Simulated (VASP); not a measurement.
# CuI (F-43m) in VASP: a series of runs

CuI is run at these levels: PBE, r2SCAN; tasks: single point.

Program: VASP 6.6.1. These are calculated values, not measurements. Logs are shortened: lines on timing, memory, paths and dates and some standing lists are left out, and cuts for length are marked.

## Step 1: The cell of the first run

Symmetry: F-43m, No. 216, cubic system. Conventional cell: a = 6.080 Å, b = 6.080 Å, c = 6.080 Å, α = 90.00°, β = 90.00°, γ = 90.00°. Within 3.5 Å of Cu (site symmetry -43m) lie 4 I at 2.63 Å. Within 3.5 Å of I (site symmetry -43m) lie 4 Cu at 2.63 Å.

## Step 2: Single point, PBE (28.09 Å³/atom)

INCAR

```
SYSTEM = CuI
PREC = Accurate
ENCUT = 600
EDIFF = 1E-6
ISMEAR = 0
SIGMA = 0.05
LREAL = .FALSE.
LASPH = .TRUE.
NELM = 120
ALGO = Normal
ISIF = 2
LWAVE = .FALSE.
LCHARG = .FALSE.
GGA = PE
NBANDS = 16
GGA_COMPAT = .FALSE.
```

KPOINTS

```
Automatic mesh
0
G
  6 6 6
  0 0 0
```

POSCAR

```
CuI
1.0
    0.0000000000      3.0398547062      3.0398547062
    3.0398547062      0.0000000000      3.0398547062
    3.0398547062      3.0398547062      0.0000000000
Cu I
1 1
Direct
    0.7500000000      0.7500000000      0.7500000000
    0.0000000000      0.0000000000      0.0000000000
```

Potentials or basis: VASP PAW PBE potentials, release 64 (Cu, I).

Started as:

```console
$ cat potpaw_PBE.64/Cu/POTCAR potpaw_PBE.64/I/POTCAR > POTCAR
$ mpirun -np 1 vasp_std > vasp.out
```

OUTCAR:

```text
SYSTEM = CuI
   PREC = Accurate
   ENCUT = 600
   EDIFF = 1E-6
   ISMEAR = 0
   LREAL = .FALSE.
   LASPH = .TRUE.
   NELM = 120
   ISIF = 2
   GGA = PE

 ion  position               nearest neighbor table
   1  0.750  0.750  0.750-   2 2.63   2 2.63   2 2.63   2 2.63
   2  0.000  0.000  0.000-   1 2.63   1 2.63   1 2.63   1 2.63

  LATTYP: Found a face centered cubic cell.
 ALAT       =     6.0797094124

  Lattice vectors:

 A1 = (   0.0000000000,   3.0398547062,   3.0398547062)
 A2 = (   3.0398547062,   0.0000000000,   3.0398547062)
 A3 = (   3.0398547062,   3.0398547062,   0.0000000000)

Analysis of symmetry for initial positions (statically):
=====================================================================
 Subroutine PRICEL returns:
 Original cell was already a primitive cell.

 Routine SETGRP: Setting up the symmetry group for a
 face centered cubic supercell.

 Subroutine GETGRP returns: Found 24 space group operations
 (whereof 24 operations were pure point group operations)
 out of a pool of 48 trial point group operations.

The static configuration has the point symmetry T_d .

Analysis of symmetry for dynamics (positions and initial velocities):
=====================================================================
 Subroutine PRICEL returns:
 Original cell was already a primitive cell.

 Routine SETGRP: Setting up the symmetry group for a
 face centered cubic supercell.

 Subroutine GETGRP returns: Found 24 space group operations
 (whereof 24 operations were pure point group operations)
 out of a pool of 48 trial point group operations.

The dynamic configuration has the point symmetry T_d .

 Subroutine INISYM returns: Found 24 space group operations
 (whereof 24 operations are pure point group operations),
 and found     1 'primitive' translations

----------------------------------------------------------------------------------------

                                     Primitive cell

  volume of cell :      56.1809

  direct lattice vectors                    reciprocal lattice vectors
     0.000000000  3.039854706  3.039854706    -0.164481545  0.164481545  0.164481545
     3.039854706  0.000000000  3.039854706     0.164481545 -0.164481545  0.164481545
     3.039854706  3.039854706  0.000000000     0.164481545  0.164481545 -0.164481545

  length of vectors
     4.299003753  4.299003753  4.299003753     0.284890394  0.284890394  0.284890394

  position of ions in fractional coordinates (direct lattice)
     0.750000000  0.750000000  0.750000000
     0.000000000  0.000000000  0.000000000

  ion indices of the primitive-cell ions
   primitive index   ion index
                 1           1
                 2           2

----------------------------------------------------------------------------------------

 KPOINTS: Automatic mesh

Automatic generation of k-mesh.
 Grid dimensions read from file:
 generate k-points for:    6    6    6

 Generating k-lattice:

  Cartesian coordinates                     Fractional coordinates (reciprocal lattice)
    -0.027413591  0.027413591  0.027413591     0.166666667  0.000000000  0.000000000
     0.027413591 -0.027413591  0.027413591     0.000000000  0.166666667  0.000000000
     0.027413591  0.027413591 -0.027413591     0.000000000  0.000000000  0.166666667

  Length of vectors
     0.047481732  0.047481732  0.047481732

  Shift w.r.t. Gamma in fractional coordinates (k-lattice)
     0.000000000  0.000000000  0.000000000

 Subroutine IBZKPT returns following result:
 ===========================================

 Found     16 irreducible k-points:

 Following reciprocal coordinates:
            Coordinates               Weight
  0.000000  0.000000  0.000000      1.000000
  0.166667  0.000000  0.000000      8.000000
  0.333333  0.000000  0.000000      8.000000
  0.500000  0.000000  0.000000      4.000000
  0.166667  0.166667  0.000000      6.000000
  0.333333  0.166667  0.000000     24.000000
[... 8 lines left out ...]
 -0.333333  0.333333  0.166667     24.000000
 -0.333333  0.500000  0.166667     12.000000
   k-points           NKPTS =     16   k-points in BZ     NKDIM =     16   number of bands    NBANDS=     16
   number of dos      NEDOS =    301   number of ions     NIONS =      2
   total plane-waves  NPLWV =  46656
   dimension x,y,z NGX =    36 NGY =   36 NGZ =   36
   dimension x,y,z NGXF=    72 NGYF=   72 NGZF=   72
   ions per type =               1   1
   NGX,Y,Z   is equivalent  to a cutoff of  13.92, 13.92, 13.92 a.u.
   NGXF,Y,Z  is equivalent  to a cutoff of  27.84, 27.84, 27.84 a.u.
 SYSTEM =  CuI
   PREC   = accura    normal or accurate (medium, high low for compatibility)
   ISTART =      0    job   : 0-new  1-cont  2-samecut
   ICHARG =      2    charge: 1-file 2-atom 10-const
   ISPIN  =      1    spin polarized calculation?
   LNONCOLLINEAR =      F non collinear calculations
   LSORBIT =      F    spin-orbit coupling
   LASPH  =      T    aspherical Exc in radial PAW
   ENCUT  =  600.0 eV  44.10 Ry    6.64 a.u.   8.59  8.59  8.59*2*pi/ulx,y,z
   NELM   =    120;   NELMIN=  2; NELMDL= -5     # of ELM steps
   EDIFF  = 0.1E-05   stopping-criterion for ELM
   LREAL  =      F    real-space projection
   EDIFFG = 0.1E-04   stopping-criterion for IOM
   NSW    =      0    number of steps for IOM
   IBRION =     -1    ionic relax: 0-MD 1-quasi-New 2-CG
   NFREE  =      0    steps in history (QN), initial steepest desc. (CG)
   ISIF   =      2    stress and relaxation
   ISYM   =      2    0-nonsym 1-usesym 2-fastsym
   POTIM  = 0.5000    time-step for ionic-motion
   TEBEG  =    0.0;   TEEND  =   0.0 temperature during run
   PSTRESS=    0.0 pullay stress
   NELECT =      18.0000    total number of electrons
   NUPDOWN=      -1.0000    fix difference up-down
   EMIN   =  10.00;   EMAX   =-10.00  energy-range for DOS
   EFERMI =   0.00;   METHOD = LEGACY
   ISMEAR =     0;   SIGMA  =   0.05  broadening in eV -4-tet -1-fermi 0-gaus
   EFERMI_NEDOS =   21; number of points for ismear=-14 and -15
   IALGO  =     38    algorithm
   IMIX   =      4    mixing-type and parameters
     AMIX     =   0.40;   BMIX     =  1.00
     AMIX_MAG =   1.60;   BMIX_MAG =  1.00
  volume/ion in A,a.u.               =      28.09       189.56
  Fermi-wavevector in a.u.,A,eV,Ry     =   1.120219  2.116907 17.073816  1.254890
  Thomas-Fermi vector in A             =   2.256864
   LORBIT       =      0    0 simple, 1 ext, 2 COOP (PROOUT), +10 PAW based schemes
   GGA     = PE    functional components
   LHFCALC =     F    Hartree Fock is set to
   AEXX    =    0.0000 exact exchange contribution
   IVDW    =     0    specifies the selected vdW correction
   LEPSILON=     F    determine dielectric tensor
   LRPA    =     F    only Hartree local field effects (RPA)
 non-spin polarized calculation
 Gauss-broadening in eV      SIGMA  =   0.05
  energy-cutoff  :      600.00
  volume of cell :       56.18
 maximum number of plane-waves:      1895
 NGX is ok and might be reduce to    36
   NGX = 17   NGY = 17   NGZ = 17

 number of electron      18.0000008 magnetization

 Free energy of the ion-electron system (eV)
  ---------------------------------------------------
  ext. energy  EPLUGINS =         0.00000000
  ---------------------------------------------------
  free energy    TOTEN  =        -5.56040101 eV

  energy without entropy =       -5.56040101  energy(sigma->0) =       -5.56040101

 E-fermi :   4.5870     XC(G=0):  -8.8980

 val. band max:        4.3432250054   @ k =   0.0000   0.0000   0.0000
 cond. band min:       5.4643566666   @ k =   0.0000   0.0000   0.0000
 fundamental gap:      1.1211316613
 Fermi energy:         4.5870084946

 k-point     1 :       0.0000    0.0000    0.0000
  band No.  band energies     occupation
      1      -9.6241      2.00000
      2       0.7412      2.00000
      3       0.7412      2.00000
      4       0.7412      2.00000
      5       2.5260      2.00000
      6       2.5260      2.00000
[... 8 lines left out ...]
     15      13.9047      0.00000
     16      13.9047      0.00000

 k-point     2 :       0.1667    0.0000    0.0000
  band No.  band energies     occupation
      1      -9.5015      2.00000
      2       0.2389      2.00000
      3       0.7499      2.00000
      4       0.7499      2.00000
      5       2.5173      2.00000
      6       2.5173      2.00000
[... 8 lines left out ...]
     15      13.0779      0.00000
     16      13.4770      0.00000

 k-point     3 :       0.3333    0.0000    0.0000
  band No.  band energies     occupation
      1      -9.2330      2.00000
      2      -0.7259      2.00000
      3       0.7605      2.00000
      4       0.7605      2.00000
      5       2.5279      2.00000
      6       2.5279      2.00000
[... 8 lines left out ...]
     15      13.5533      0.00000
     16      13.5533      0.00000

 k-point     4 :       0.5000    0.0000    0.0000
  band No.  band energies     occupation
      1      -9.0844      2.00000
      2      -1.1884      2.00000
      3       0.7619      2.00000
      4       0.7619      2.00000
      5       2.5535      2.00000
      6       2.5535      2.00000
[... 8 lines left out ...]
     15      15.1889      0.00000
     16      15.1889      0.00000

 k-point     5 :       0.1667    0.1667    0.0000
  band No.  band energies     occupation
      1      -9.4605      2.00000
      2       0.1883      2.00000
      3       0.7121      2.00000
      4       0.7121      2.00000
      5       2.4743      2.00000
      6       2.5474      2.00000
[... 8 lines left out ...]
     15      14.1772      0.00000
     16      14.3629      0.00000

 k-point     6 :       0.3333    0.1667    0.0000
  band No.  band energies     occupation
      1      -9.2385      2.00000
      2      -0.4827      2.00000
      3       0.6306      2.00000
      4       0.7033      2.00000
      5       2.4588      2.00000
      6       2.5635      2.00000
[... 8 lines left out ...]
     15      14.4475      0.00000
     16      14.8426      0.00000

 k-point     7 :       0.5000    0.1667    0.0000
  band No.  band energies     occupation
      1      -9.0417      2.00000
      2      -0.9973      2.00000
      3       0.4361      2.00000
      4       0.7302      2.00000
      5       2.4910      2.00000
      6       2.5592      2.00000
[... 8 lines left out ...]
     15      15.0136      0.00000
     16      15.2338      0.00000

 k-point     8 :      -0.3333    0.1667    0.0000
  band No.  band energies     occupation
      1      -9.0916      2.00000
      2      -0.8468      2.00000
      3       0.3722      2.00000
      4       0.7731      2.00000
      5       2.5032      2.00000
      6       2.5303      2.00000
[... 8 lines left out ...]
     15      14.1795      0.00000
     16      15.4137      0.00000

 k-point     9 :      -0.1667    0.1667    0.0000
  band No.  band energies     occupation
      1      -9.3283      2.00000
      2      -0.2406      2.00000
      3       0.5660      2.00000
      4       0.7840      2.00000
      5       2.4834      2.00000
      6       2.5445      2.00000
[... 8 lines left out ...]
     15      13.7848      0.00000
     16      14.9214      0.00000

 k-point    10 :       0.3333    0.3333    0.0000
  band No.  band energies     occupation
      1      -9.1013      2.00000
      2      -0.7524      2.00000
      3       0.6555      2.00000
      4       0.6555      2.00000
      5       2.4077      2.00000
      6       2.5902      2.00000
[... 8 lines left out ...]
     15      14.9384      0.00000
     16      17.4665      0.00000

 k-point    11 :       0.5000    0.3333    0.0000
  band No.  band energies     occupation
      1      -8.9505      2.00000
      2      -0.9662      2.00000
      3       0.3324      2.00000
      4       0.6632      2.00000
      5       2.4434      2.00000
      6       2.5824      2.00000
[... 8 lines left out ...]
     15      15.4706      0.00000
     16      16.5069      0.00000

 k-point    12 :      -0.3333    0.3333    0.0000
  band No.  band energies     occupation
      1      -8.9465      2.00000
      2      -0.7388      2.00000
      3      -0.1632      2.00000
      4       0.7236      2.00000
      5       2.4110      2.00000
      6       2.5252      2.00000
[... 8 lines left out ...]
     15      13.6443      0.00000
     16      17.5883      0.00000

 k-point    13 :       0.5000    0.5000    0.0000
  band No.  band energies     occupation
      1      -8.9015      2.00000
      2      -1.1745      2.00000
      3       0.6281      2.00000
      4       0.6281      2.00000
      5       2.5031      2.00000
      6       2.5818      2.00000
[... 8 lines left out ...]
     15      15.5910      0.00000
     16      16.3318      0.00000

 k-point    14 :       0.5000    0.3333    0.1667
  band No.  band energies     occupation
      1      -9.0480      2.00000
      2      -0.7461      2.00000
      3       0.2623      2.00000
      4       0.6930      2.00000
      5       2.4664      2.00000
      6       2.5432      2.00000
[... 8 lines left out ...]
     15      15.2622      0.00000
     16      16.3272      0.00000

 k-point    15 :      -0.3333    0.3333    0.1667
  band No.  band energies     occupation
      1      -8.9465      2.00000
      2      -0.7971      2.00000
      3      -0.0276      2.00000
      4       0.6528      2.00000
      5       2.4369      2.00000
      6       2.5281      2.00000
[... 8 lines left out ...]
     15      15.4336      0.00000
     16      16.0748      0.00000

 k-point    16 :      -0.3333    0.5000    0.1667
  band No.  band energies     occupation
      1      -8.8988      2.00000
      2      -0.8932      2.00000
      3       0.1101      2.00000
      4       0.5608      2.00000
      5       2.4811      2.00000
      6       2.4879      2.00000
[... 8 lines left out ...]
     15      15.8198      0.00000
     16      16.3532      0.00000

------------------------ aborting loop because EDIFF is reached ----------------------------------------

  FORCE on cell =-STRESS in cart. coord.  units (eV):
  Direction    XX          YY          ZZ          XY          YZ          ZX
  --------------------------------------------------------------------------------------
  -------------------------------------------------------------------------------------
  Total        0.0101050      0.0101050      0.0101050     -0.0000000      0.0000000     -0.0000000
  in kB        0.2881758      0.2881758      0.2881758     -0.0000000      0.0000000     -0.0000000
  external PRESSURE =       0.2881758 kB  Pullay stress =       0.0000000 kB

 VOLUME and BASIS-vectors are now :
 -----------------------------------------------------------------------------
  energy-cutoff  :      600.00
  volume of cell :       56.18
      direct lattice vectors                 reciprocal lattice vectors
     0.000000000  3.039854706  3.039854706    -0.164481545  0.164481545  0.164481545
     3.039854706  0.000000000  3.039854706     0.164481545 -0.164481545  0.164481545
     3.039854706  3.039854706  0.000000000     0.164481545  0.164481545 -0.164481545

 POSITION                                       TOTAL-FORCE (eV/Angst)
 -----------------------------------------------------------------------------------
      4.55978      4.55978      4.55978        -0.000000     -0.000000     -0.000000
      0.00000      0.00000      0.00000         0.000000      0.000000      0.000000
 -----------------------------------------------------------------------------------
    total drift:                               -0.000000     -0.000000     -0.000000

  FREE ENERGIE OF THE ION-ELECTRON SYSTEM (eV)
  ---------------------------------------------------
  free  energy   TOTEN  =        -5.5604010098 eV

  energy  without entropy=       -5.5604010098  energy(sigma->0) =       -5.56040101
```

Run time: 25 s. Hardware: 1 thread of AMD EPYC 7R43 (Zen 3), shared host; peak memory 0.17 GiB.

Results:

```
Free energy            : -5.5604 eV
Pressure               : 0.0 GPa
Band gap on the k mesh : 1.12 eV
```

Caveat: spin-orbit coupling is left out, which moves the levels of the heavy elements.

## Step 3: Single point, PBE

This run uses another cell than the first one, of 28.72 Å³/atom.

INCAR

```
PREC = Accurate
ENCUT = 600
EDIFF = 1E-6
ISMEAR = 0
SIGMA = 0.05
LREAL = F
LASPH = T
NELM = 120
ALGO = Normal
ISIF = 2
LWAVE = F
LCHARG = F
GGA = PE
NBANDS = 16
GGA_COMPAT = F
```

KPOINTS

```
regular mesh
0
Gamma
  6 6 6
```

POSCAR

```
CuI
1.0
    0.0000000000      3.0624684126      3.0624684126
    3.0624684126      0.0000000000      3.0624684126
    3.0624684126      3.0624684126      0.0000000000
Cu I
1 1
Direct
    0.7500000000      0.7500000000      0.7500000000
    0.0000000000      0.0000000000      0.0000000000
```

Potentials or basis: VASP PAW PBE potentials, release 64 (Cu, I).

Started as:

```console
$ cat potpaw_PBE.64/Cu/POTCAR potpaw_PBE.64/I/POTCAR > POTCAR
$ mpirun -np 1 vasp_std > vasp.out
```

Wall time 20 s (1 thread of AMD EPYC 7R43 (Zen 3), shared host); peak memory 0.17 GiB.

The run converged. Its results:

```yaml
Free_energy: -5.5576 eV
Pressure: -0.4 GPa
Band_gap_on_the_k_mesh: 1.07 eV
```

Levels at points of the mesh, in eV from the valence-band top:
| k point | band 6 | band 7 | band 8 | band 9 | band 10 | band 11 | band 12 | band 13 |
| --- | --- | --- | --- | --- | --- | --- | --- | --- |
| (0.00, 0.00, 0.00) | -1.73 | 0.00 | 0.00 | 0.00 | 1.07 | 4.90 | 4.90 | 4.90 |
| (0.50, 0.00, 0.00) | -1.70 | -1.66 | -0.66 | -0.66 | 2.13 | 5.43 | 5.43 | 7.34 |
| (0.50, 0.50, 0.00) | -1.68 | -1.65 | -1.40 | -1.40 | 2.78 | 2.92 | 8.99 | 9.60 |

Caveat: spin-orbit coupling is left out, which moves the levels of the heavy elements.

[end of part 1 of 2]
